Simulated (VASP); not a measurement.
A run of VASP 6.6.1 is set up as follows.

Contents of POSCAR:

```
ZnPtC6N6
1.0
   -0.0129508500      5.4703022200      5.4507831800
    5.2963262400     -0.0162372100      5.4540695400
    5.2759410300      5.4532033700      0.0041480000
Zn Pt C N
1 1 6 6
Direct
    0.4973027600      0.5024492100      0.5006356100
    0.0010349300      0.9983220100      0.0003701400
    0.1953018000      0.1933993000      0.8073627700
    0.8086458700      0.8092923500      0.1906019100
    0.8091183000      0.1900234400      0.1913439600
    0.1910668000      0.8086408500      0.8072743000
    0.1923551500      0.8066838000      0.1941691200
    0.8077862700      0.1919202600      0.8063038500
    0.2948443200      0.3002815100      0.7018930000
    0.7030750000      0.7037746600      0.2943652700
    0.7038963900      0.2958255100      0.2984184900
    0.2993625800      0.7010122300      0.7024030500
    0.2983501600      0.7024773400      0.2979494600
    0.7017776900      0.2997547500      0.7012690800
```

File INCAR.step1:

```
SYSTEM = ZnPtC6N6
PREC = Accurate
ENCUT = 520
ISMEAR = -1
SIGMA = 0.1
LREAL = .False.
LASPH = .True.
NELM = 80
NBANDS = 51
GGA = PE
ALGO = Normal
EDIFF = 1E-4
LWAVE = .True.
LCHARG = .False.
```

Contents of INCAR.step2:

```
SYSTEM = ZnPtC6N6
PREC = Accurate
ENCUT = 520
EDIFF = 1E-7
ISMEAR = -1
SIGMA = 0.1
LREAL = .False.
LASPH = .True.
NELM = 80
ALGO = Normal
ISIF = 2
LWAVE = .False.
LCHARG = .False.
METAGGA = R2SCAN
LMIXTAU = .True.
NBANDS = 51
ISTART = 1
```

KPOINTS

```
Automatic mesh
0
Gamma
  3 3 3
  0 0.5 0
```

Potentials or basis: VASP PAW PBE potentials, release 64 (Zn, Pt, C, N).

Launch:

```sh
$ cat potpaw_PBE.64/Zn/POTCAR potpaw_PBE.64/Pt/POTCAR potpaw_PBE.64/C/POTCAR potpaw_PBE.64/N/POTCAR > POTCAR
$ cp INCAR.step1 INCAR
$ mpirun -np 1 vasp_std > vasp.out
$ cp INCAR.step2 INCAR
$ mpirun -np 1 vasp_std > vasp.out
```

What does it give for the band gap on the k mesh?

4.67 eV (least direct gap 4.75 eV).

Predict the largest force.

5.843 eV/Å.

Predict the pressure.

-0.9 GPa.

Stress tensor (GPa, compression positive):
```
 2.83 -0.01  0.02
-0.01 -3.95 -0.11
 0.02 -0.11 -1.61
```

Caveat: the PAW data sets were made with another functional, which shifts forces and pressure a little; spin-orbit coupling is left out, which moves the levels of the heavy elements; a shifted mesh leaves out Γ, where band edges can lie. A k mesh can miss the band edges.
